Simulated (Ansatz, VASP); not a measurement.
**Two plane-wave programs on SiNi2**

The input INCAR:

```
ALGO = Fast
EDIFF = 1E-6
EDIFFG = -0.01
ENCUT = 600
GGA = PS
IBRION = 2
ISIF = 3
ISMEAR = 0
LASPH = T
LCHARG = F
LREAL = F
LWAVE = F
NELM = 80
NSW = 80
PREC = Accurate
SIGMA = 0.1
```

Contents of KPOINTS:

```
k-points
0
Gamma
  12 12 8
```

File POSCAR:

```
SiNi2
1.0
    3.9072750054      0.0000000000      0.0000000000
   -1.9536375027      3.3837994142      0.0000000000
    0.0000000000      0.0000000000      4.9323998920
Ni Si
4 2
Direct
    0.6666666667      0.3333333333      0.2500000000
    0.3333333333      0.6666666667      0.7500000000
    0.0000000000      0.0000000000      0.0000000000
    0.0000000000      0.0000000000      0.5000000000
    0.6666666667      0.3333333333      0.7500000000
    0.3333333333      0.6666666667      0.2500000000
```

Input for Ansatz:

```yaml
crystal:
  lattice:
    - [3.9072750081, 0.0, 0.0]
    - [-1.953637504, 3.3837994166, 0.0]
    - [0.0, 0.0, 4.9323998944]
  atoms:
    - { symbol: Ni, position: [0.6666666667, 0.3333333333, 0.25] }
    - { symbol: Ni, position: [0.3333333333, 0.6666666667, 0.75] }
    - { symbol: Ni, position: [0.0, 0.0, 0.0] }
    - { symbol: Ni, position: [0.0, 0.0, 0.5] }
    - { symbol: Si, position: [0.6666666667, 0.3333333333, 0.75] }
    - { symbol: Si, position: [0.3333333333, 0.6666666667, 0.25] }
basis:
  ecutwfc: 420
kpoints:
  mp_grid: { grid: [12, 12, 8] }
hamiltonian:
  xc: pbesol
scf:
  occupations: { method: gaussian, width: 0.1 }
output:
  forces: true
  stress: true
  eigenvalues: true
relax:
  adjacent_minimum: "off"
  f_tol: 0.01
  max_steps: 60
  cell: { stress_tol: 0.1 }
```

Alike in both runs: task relaxation of cell and atoms; functional PBEsol; k mesh 12 × 12 × 8; occupations gaussian, width 0.1 eV; no spin polarisation.

```csv
,VASP,Ansatz
version,VASP 6.6.1,Ansatz 0.2.0
potentials or method,"VASP PAW PBE potentials, release 64 (Ni, Si), cutoff 600 eV","scalar-relativistic, plane waves, PAW"
valence electrons in the cell,48,80
```

VASP gave:

| Item | Value |
| --- | --- |
| gap on the k mesh at the Fermi level, each at its own relaxed structure (eV) | none |
| relaxed volume (Å³/atom) | 10.63 |
| relaxed length of the cell vector where the two differ most in proportion (Å) | 3.871 |

**Question.** Which values does Ansatz return?

**Answer.** gap on the k mesh at the Fermi level, each at its own relaxed structure (eV): none; relaxed volume (Å³/atom): 10.62; relaxed length of the cell vector where the two differ most in proportion (Å): 3.868.

VASP's potentials were made for PBE, not for PBEsol. A gap of «none» marks a metal or a gap that the smearing closes. VASP's potentials hold 48 valence electrons a cell and Ansatz's 80, so a difference there can come from the potentials and not from the codes.
